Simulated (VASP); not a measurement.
# Ge3Pd (Pm-3m) in VASP: further runs

Runs on Ge3Pd. Level: PBEsol. Tasks: single point.

Everything below comes from runs of VASP 6.6.1. Logs are shortened: lines on timing, memory, paths and dates and some standing lists are left out, and cuts for length are marked.

### Step 1. The cell of the first run

It takes space group Pm-3m (No. 221, cubic). Conventional cell: a = 4.057 Å, b = 4.057 Å, c = 4.057 Å, α = 90.00°, β = 90.00°, γ = 90.00°. Within 3.8 Å of Pd (site symmetry m-3m) lie 12 Ge at 2.87 Å. Within 3.8 Å of Ge (site symmetry 4/mmm) lie 4 Pd at 2.87 Å and 8 Ge at 2.87 Å.

### Step 2. Single point, PBEsol (16.70 Å³/atom)

The input, INCAR:

```
PREC = Accurate
ENCUT = 520
EDIFF = 1E-6
ISMEAR = -1
SIGMA = 0.05
LREAL = F
LASPH = T
NELM = 80
ALGO = Normal
ISIF = 2
LWAVE = F
LCHARG = F
GGA = PS
NBANDS = 34
```

The input, KPOINTS:

```
Automatic mesh
0
Gamma
  7 7 7
```

The input, POSCAR:

```
Ge3Pd
1.0
    4.0574681928      0.0000000000      0.0000000000
    0.0000000000      4.0574681928      0.0000000000
    0.0000000000      0.0000000000      4.0574681928
Pd Ge
1 3
Direct
    0.0000000000      0.0000000000      0.0000000000
    0.5000000000      0.5000000000      0.0000000000
    0.5000000000      0.0000000000      0.5000000000
    0.0000000000      0.5000000000      0.5000000000
```

Potentials or basis: VASP PAW PBE potentials, release 64 (Pd, Ge_d).

Command:

```
> cat potpaw_PBE.64/Pd/POTCAR potpaw_PBE.64/Ge_d/POTCAR > POTCAR
> mpirun -np 1 vasp_std > vasp.out
```

OUTCAR:

```text
PREC = Accurate
   ENCUT = 520
   EDIFF = 1E-6
   ISMEAR = -1
   LREAL = F
   LASPH = T
   NELM = 80
   ISIF = 2
   GGA = PS

 ion  position               nearest neighbor table
   1  0.000  0.000  0.000-   2 2.87   3 2.87   4 2.87   3 2.87   4 2.87   2 2.87   4 2.87   4 2.87
                             2 2.87   3 2.87   3 2.87   2 2.87
   2  0.500  0.500  0.000-   1 2.87   3 2.87   4 2.87   3 2.87   4 2.87   1 2.87   3 2.87   3 2.87
                             1 2.87   4 2.87   4 2.87   1 2.87
   3  0.500  0.000  0.500-   1 2.87   2 2.87   4 2.87   1 2.87   2 2.87   2 2.87   4 2.87   2 2.87
                             1 2.87   4 2.87   1 2.87   4 2.87
   4  0.000  0.500  0.500-   1 2.87   2 2.87   3 2.87   1 2.87   2 2.87   1 2.87   3 2.87   1 2.87
                             2 2.87   3 2.87   2 2.87   3 2.87

  LATTYP: Found a simple cubic cell.
 ALAT       =     4.0574681928

  Lattice vectors:

 A1 = (   4.0574681928,   0.0000000000,   0.0000000000)
 A2 = (   0.0000000000,   4.0574681928,   0.0000000000)
 A3 = (   0.0000000000,   0.0000000000,   4.0574681928)

Analysis of symmetry for initial positions (statically):
=====================================================================
 Subroutine PRICEL returns:
 Original cell was already a primitive cell.

 Routine SETGRP: Setting up the symmetry group for a
 simple cubic supercell.

 Subroutine GETGRP returns: Found 48 space group operations
 (whereof 48 operations were pure point group operations)
 out of a pool of 48 trial point group operations.

The static configuration has the point symmetry O_h .

Analysis of symmetry for dynamics (positions and initial velocities):
=====================================================================
 Subroutine PRICEL returns:
 Original cell was already a primitive cell.

 Routine SETGRP: Setting up the symmetry group for a
 simple cubic supercell.

 Subroutine GETGRP returns: Found 48 space group operations
 (whereof 48 operations were pure point group operations)
 out of a pool of 48 trial point group operations.

The dynamic configuration has the point symmetry O_h .

 Subroutine INISYM returns: Found 48 space group operations
 (whereof 48 operations are pure point group operations),
 and found     1 'primitive' translations

----------------------------------------------------------------------------------------

                                     Primitive cell

  volume of cell :      66.7983

  direct lattice vectors                    reciprocal lattice vectors
     4.057468193  0.000000000  0.000000000     0.246459110  0.000000000  0.000000000
     0.000000000  4.057468193  0.000000000     0.000000000  0.246459110  0.000000000
     0.000000000  0.000000000  4.057468193     0.000000000  0.000000000  0.246459110

  length of vectors
     4.057468193  4.057468193  4.057468193     0.246459110  0.246459110  0.246459110

  position of ions in fractional coordinates (direct lattice)
     0.000000000  0.000000000  0.000000000
     0.500000000  0.500000000  0.000000000
     0.500000000  0.000000000  0.500000000
     0.000000000  0.500000000  0.500000000

  ion indices of the primitive-cell ions
   primitive index   ion index
                 1           1
                 2           2
                 3           3
                 4           4

----------------------------------------------------------------------------------------

 KPOINTS: Automatic mesh

Automatic generation of k-mesh.
 Grid dimensions read from file:
 generate k-points for:    7    7    7

 Generating k-lattice:

  Cartesian coordinates                     Fractional coordinates (reciprocal lattice)
     0.035208444  0.000000000  0.000000000     0.142857143  0.000000000  0.000000000
     0.000000000  0.035208444  0.000000000     0.000000000  0.142857143  0.000000000
     0.000000000  0.000000000  0.035208444     0.000000000  0.000000000  0.142857143

  Length of vectors
     0.035208444  0.035208444  0.035208444

  Shift w.r.t. Gamma in fractional coordinates (k-lattice)
     0.000000000  0.000000000  0.000000000

 Subroutine IBZKPT returns following result:
 ===========================================

 Found     20 irreducible k-points:

 Following reciprocal coordinates:
            Coordinates               Weight
  0.000000  0.000000  0.000000      1.000000
  0.142857  0.000000  0.000000      6.000000
  0.285714  0.000000  0.000000      6.000000
  0.428571  0.000000  0.000000      6.000000
  0.142857  0.142857  0.000000     12.000000
  0.285714  0.142857  0.000000     24.000000
[... 12 lines left out ...]
  0.428571  0.428571  0.285714     24.000000
  0.428571  0.428571  0.428571      8.000000
   k-points           NKPTS =     20   k-points in BZ     NKDIM =     20   number of bands    NBANDS=     34
   number of dos      NEDOS =    301   number of ions     NIONS =      4
   total plane-waves  NPLWV =  27000
   dimension x,y,z NGX =    30 NGY =   30 NGZ =   30
   dimension x,y,z NGXF=    60 NGYF=   60 NGZF=   60
   ions per type =               1   3
   NGX,Y,Z   is equivalent  to a cutoff of  12.29, 12.29, 12.29 a.u.
   NGXF,Y,Z  is equivalent  to a cutoff of  24.58, 24.58, 24.58 a.u.
 SYSTEM =  unknown system
   PREC   = accura    normal or accurate (medium, high low for compatibility)
   ISTART =      0    job   : 0-new  1-cont  2-samecut
   ICHARG =      2    charge: 1-file 2-atom 10-const
   ISPIN  =      1    spin polarized calculation?
   LNONCOLLINEAR =      F non collinear calculations
   LSORBIT =      F    spin-orbit coupling
   LASPH  =      T    aspherical Exc in radial PAW
   ENCUT  =  520.0 eV  38.22 Ry    6.18 a.u.   7.54  7.54  7.54*2*pi/ulx,y,z
   NELM   =     80;   NELMIN=  2; NELMDL= -5     # of ELM steps
   EDIFF  = 0.1E-05   stopping-criterion for ELM
   LREAL  =      F    real-space projection
   EDIFFG = 0.1E-04   stopping-criterion for IOM
   NSW    =      0    number of steps for IOM
   IBRION =     -1    ionic relax: 0-MD 1-quasi-New 2-CG
   NFREE  =      0    steps in history (QN), initial steepest desc. (CG)
   ISIF   =      2    stress and relaxation
   ISYM   =      2    0-nonsym 1-usesym 2-fastsym
   POTIM  = 0.5000    time-step for ionic-motion
   TEBEG  =    0.0;   TEEND  =   0.0 temperature during run
   PSTRESS=    0.0 pullay stress
   NELECT =      52.0000    total number of electrons
   NUPDOWN=      -1.0000    fix difference up-down
   EMIN   =  10.00;   EMAX   =-10.00  energy-range for DOS
   EFERMI =   0.00;   METHOD = LEGACY
   ISMEAR =    -1;   SIGMA  =   0.05  broadening in eV -4-tet -1-fermi 0-gaus
   EFERMI_NEDOS =   21; number of points for ismear=-14 and -15
   IALGO  =     38    algorithm
   IMIX   =      4    mixing-type and parameters
     AMIX     =   0.40;   BMIX     =  1.00
     AMIX_MAG =   1.60;   BMIX_MAG =  1.00
  volume/ion in A,a.u.               =      16.70       112.69
  Fermi-wavevector in a.u.,A,eV,Ry     =   1.505986  2.845900 30.857913  2.267993
  Thomas-Fermi vector in A             =   2.616762
   LORBIT       =      0    0 simple, 1 ext, 2 COOP (PROOUT), +10 PAW based schemes
   GGA     = PS    functional components
   LHFCALC =     F    Hartree Fock is set to
   AEXX    =    0.0000 exact exchange contribution
   IVDW    =     0    specifies the selected vdW correction
   LEPSILON=     F    determine dielectric tensor
   LRPA    =     F    only Hartree local field effects (RPA)
 non-spin polarized calculation
  energy-cutoff  :      520.00
  volume of cell :       66.80
 maximum number of plane-waves:      1817
 NGX is ok and might be reduce to    30
   NGX = 15   NGY = 15   NGZ = 15

 number of electron      51.9999891 magnetization

 Free energy of the ion-electron system (eV)
  ---------------------------------------------------
  ext. energy  EPLUGINS =         0.00000000
  ---------------------------------------------------
  free energy    TOTEN  =       -20.62591148 eV

  energy without entropy =      -20.61144724  energy(sigma->0) =      -20.61867936

 E-fermi :   8.2042     XC(G=0): -12.1922

 val. band max:        8.1891806282   @ k =   0.4286   0.4286   0.1429
 cond. band min:       8.2956385994   @ k =   0.4286   0.4286   0.4286
 fundamental gap:      0.1064579712
 Fermi energy:         8.2042341943

 k-point     1 :       0.0000    0.0000    0.0000
  band No.  band energies     occupation
      1     -16.5543      2.00000
      2     -16.5543      2.00000
      3     -16.5543      2.00000
      4     -16.5418      2.00000
      5     -16.4814      2.00000
      6     -16.4814      2.00000
[... 26 lines left out ...]
     33      14.0391      0.00000
     34      17.3917      0.00000

 k-point     2 :       0.1429    0.0000    0.0000
  band No.  band energies     occupation
      1     -16.5528      2.00000
      2     -16.5448      2.00000
      3     -16.5448      2.00000
      4     -16.5352      2.00000
      5     -16.4803      2.00000
      6     -16.4757      2.00000
[... 26 lines left out ...]
     33      13.4605      0.00000
     34      17.3709      0.00000

 k-point     3 :       0.2857    0.0000    0.0000
  band No.  band energies     occupation
      1     -16.5492      2.00000
      2     -16.5179      2.00000
      3     -16.5179      2.00000
      4     -16.5178      2.00000
      5     -16.4776      2.00000
      6     -16.4604      2.00000
[... 26 lines left out ...]
     33      13.5445      0.00000
     34      17.3208      0.00000
[... 556 lines left out ...]
 k-point    19 :       0.4286    0.4286    0.2857
  band No.  band energies     occupation
      1     -16.5069      2.00000
      2     -16.4970      2.00000
      3     -16.4952      2.00000
      4     -16.4899      2.00000
      5     -16.4824      2.00000
      6     -16.4785      2.00000
[... 26 lines left out ...]
     33      16.1047      0.00000
     34      18.7407      0.00000

 k-point    20 :       0.4286    0.4286    0.4286
  band No.  band energies     occupation
      1     -16.5079      2.00000
      2     -16.5012      2.00000
      3     -16.5012      2.00000
      4     -16.4908      2.00000
      5     -16.4908      2.00000
      6     -16.4902      2.00000
[... 26 lines left out ...]
     33      16.1194      0.00000
     34      20.1831      0.00000

------------------------ aborting loop because EDIFF is reached ----------------------------------------

  FORCE on cell =-STRESS in cart. coord.  units (eV):
  Direction    XX          YY          ZZ          XY          YZ          ZX
  --------------------------------------------------------------------------------------
  -------------------------------------------------------------------------------------
  Total        0.5097159      0.5097159      0.5097159      0.0000000      0.0000000      0.0000000
  in kB       12.2256912     12.2256912     12.2256912      0.0000000      0.0000000      0.0000000
  external PRESSURE =      12.2256912 kB  Pullay stress =       0.0000000 kB

 VOLUME and BASIS-vectors are now :
 -----------------------------------------------------------------------------
  energy-cutoff  :      520.00
  volume of cell :       66.80
      direct lattice vectors                 reciprocal lattice vectors
     4.057468193  0.000000000  0.000000000     0.246459110  0.000000000  0.000000000
     0.000000000  4.057468193  0.000000000     0.000000000  0.246459110  0.000000000
     0.000000000  0.000000000  4.057468193     0.000000000  0.000000000  0.246459110

 POSITION                                       TOTAL-FORCE (eV/Angst)
 -----------------------------------------------------------------------------------
      0.00000      0.00000      0.00000         0.000000      0.000000      0.000000
      2.02873      2.02873      0.00000         0.000000      0.000000      0.000000
      2.02873      0.00000      2.02873         0.000000      0.000000      0.000000
      0.00000      2.02873      2.02873         0.000000      0.000000      0.000000
 -----------------------------------------------------------------------------------
    total drift:                                0.000000      0.000000     -0.000000

  FREE ENERGIE OF THE ION-ELECTRON SYSTEM (eV)
  ---------------------------------------------------
  free  energy   TOTEN  =       -20.6259114828 eV

  energy  without entropy=      -20.6114472437  energy(sigma->0) =      -20.61867936
```

Wall time 46 s (1 thread of AMD EPYC 7R43 (Zen 3), shared host); peak memory 0.15 GiB.

Results:

* Free energy: -20.6259 eV
* Pressure: 1.2 GPa
* Band gap on the k mesh: zero (bands 26 and 27 overlap by 1.72 eV)

Caveat: the PAW data sets were made with another functional, which shifts forces and pressure a little.

### Step 3. Single point, PBEsol (17.05 Å³/atom)

This run uses another cell than the first one, of 17.05 Å³/atom.

The input, INCAR:

```
SYSTEM = Ge3Pd
PREC     = Accurate       ! precision mode
ENCUT    = 520            ! plane-wave cutoff, eV
EDIFF    = 1E-7           ! SCF threshold, eV
ISMEAR   = -1             ! smearing method
SIGMA    = 0.05           ! smearing width, eV
LREAL    = .FALSE.        ! projectors in reciprocal space
LASPH    = .TRUE.         ! aspherical terms in the spheres
NELM     = 80             ! most SCF steps
ALGO     = Normal         ! electronic algorithm
ISIF     = 2              ! what is computed and relaxed
LWAVE    = .FALSE.        ! write WAVECAR
LCHARG   = .TRUE.         ! write CHGCAR
GGA      = PS             ! functional
LELF     = .TRUE.         ! ELF
LVHAR    = .TRUE.       
NBANDS   = 34             ! bands
```

The input, KPOINTS:

```
Automatic mesh
0
G
  7 7 7
  0 0 0
```

The input, POSCAR:

```
Ge3Pd
1.0
    4.0860428539      0.0000000000      0.0000000000
    0.0000000000      4.0860428539      0.0000000000
    0.0000000000      0.0000000000      4.0860428539
Pd Ge
1 3
Direct
    0.0000000000      0.0000000000      0.0000000000
    0.5000000000      0.5000000000      0.0000000000
    0.5000000000      0.0000000000      0.5000000000
    0.0000000000      0.5000000000      0.5000000000
```

Potentials or basis: VASP PAW PBE potentials, release 64 (Pd, Ge_d).

Command:

```
> cat potpaw_PBE.64/Pd/POTCAR potpaw_PBE.64/Ge_d/POTCAR > POTCAR
> mpirun -np 1 vasp_std > vasp.out
```

Wall time 66 s (1 thread of AMD EPYC 7R43 (Zen 3), shared host); peak memory 0.15 GiB.

Results (log left out):

```yaml
Free_energy: -20.6262 eV
Pressure: -1.1 GPa
Band_gap_on_the_k_mesh: zero (bands 26 and 27 overlap by 1.66 eV)
```

Levels at points of the mesh, in eV from the Fermi level:
```csv
k point,band 22,band 23,band 24,band 25,band 26,band 27,band 28,band 29,band 30,band 31
"(0.00, 0.00, 0.00)",-2.83,-2.83,-2.83,-1.54,-1.54,0.75,3.03,3.03,3.03,5.75
```

Caveat: the PAW data sets were made with another functional, which shifts forces and pressure a little.

### Step 4. Single point, PBEsol (17.41 Å³/atom)

This run uses another cell than the first one, of 17.41 Å³/atom.

The input, INCAR:

```
SYSTEM = Ge3Pd
ALGO     = Normal         ! electronic algorithm
EDIFF    = 1E-6           ! SCF threshold, eV
ENCUT    = 520            ! plane-wave cutoff, eV
GGA      = PS             ! functional
ISIF     = 2              ! what is computed and relaxed
ISMEAR   = -1             ! smearing method
LASPH    = .True.         ! aspherical terms in the spheres
LCHARG   = .False.        ! write CHGCAR
LREAL    = .False.        ! projectors in reciprocal space
LWAVE    = .False.        ! write WAVECAR
NBANDS   = 34             ! bands
NELM     = 60             ! most SCF steps
PREC     = Accurate       ! precision mode
SIGMA    = 0.05           ! smearing width, eV
```

The input, KPOINTS:

```
k-points
0
Gamma
  7 7 7
  0 0 0
```

The input, POSCAR:

```
Ge3Pd
1.0
    4.1142233503      0.0000000000      0.0000000000
    0.0000000000      4.1142233503      0.0000000000
    0.0000000000      0.0000000000      4.1142233503
Pd Ge
1 3
Direct
    0.0000000000      0.0000000000      0.0000000000
    0.5000000000      0.5000000000      0.0000000000
    0.5000000000      0.0000000000      0.5000000000
    0.0000000000      0.5000000000      0.5000000000
```

Command:

```
> cat potpaw_PBE.64/Pd/POTCAR potpaw_PBE.64/Ge_d/POTCAR > POTCAR
> mpirun -np 1 vasp_std > vasp.out
```

It took 54 s on 1 thread of AMD EPYC 7R43 (Zen 3), shared host; peak memory 0.16 GiB.

The run converged. Its results:

* Free energy: -20.6084 eV
* Pressure: -2.9 GPa
* Band gap on the k mesh: zero (bands 26 and 27 overlap by 1.59 eV)

Levels at points of the mesh, in eV from the Fermi level:
| k point | band 24 | band 25 | band 26 | band 27 | band 28 | band 29 |
| --- | --- | --- | --- | --- | --- | --- |
| (0.00, 0.00, 0.00) | -2.74 | -1.55 | -1.55 | 0.78 | 3.00 | 3.00 |

Caveat: the PAW data sets were made with another functional, which shifts forces and pressure a little.

### Step 5. The runs side by side

```tsv
cell	gap on the mesh (eV)	pressure (GPa)
a = 4.057 Å, 4 atoms	none	1.2
a = 4.086 Å, 4 atoms	none	-1.1
a = 4.114 Å, 4 atoms	none	-2.9
```

Alike in all rows: task single point; level PBEsol; potentials or basis VASP PAW PBE potentials, release 64 (Pd, Ge_d); no spin polarisation; k mesh 7 × 7 × 7; cutoff (eV) 520; smearing fermi-dirac 0.05 eV.

Caveats: the PAW data sets were made with another functional, which shifts forces and pressure a little.

Total energies depend on the potentials used, so only differences within one code and one set of settings carry meaning.
